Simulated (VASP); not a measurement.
NaCl, 2 atoms in the cell. It takes space group I-4m2 (No. 119, tetragonal). The conventional cell has a = 4.366 Å, b = 4.366 Å, c = 6.349 Å, α = 90.00°, β = 90.00°, γ = 90.00°. Within 3.6 Å of Na (site symmetry -4m2) lie 4 Cl at 2.70 Å. Cl (site symmetry -4m2) has 4 Na at 2.70 Å within 3.6 Å.  This cell differs from its parent crystal: uniaxial z strain +2.8%.

* Program: VASP 6.6.1
* Task: single point
* Functional: r2SCAN
* Potentials or basis: VASP PAW PBE potentials, release 64 (Na_pv, Cl)
* Cutoff: 520 eV
* k mesh: 8 × 8 × 8
* Occupations: gaussian, width 0.01 eV
* Spin: no spin polarisation
* Dipole correction: no
* Further INCAR settings: ALGO = Normal; EDIFF = 1e-06; NBANDS = 14

Potentials or basis: VASP PAW PBE potentials, release 64 (Na_pv, Cl).

Launch:

```bash
$ cat potpaw_PBE.64/Na_pv/POTCAR potpaw_PBE.64/Cl/POTCAR > POTCAR
$ cp INCAR.step1 INCAR
$ mpirun -np 1 vasp_std > vasp.out
$ cp INCAR.step2 INCAR
$ mpirun -np 1 vasp_std > vasp.out
```

Hardware: 1 thread of Intel Xeon 6975P-C (shared host).

Question: Estimate the wall time of this run.

Answer: Wall time 4.6 min on 1 thread of Intel Xeon 6975P-C (shared host), peak memory 0.22 GiB. Counts: k points 59.
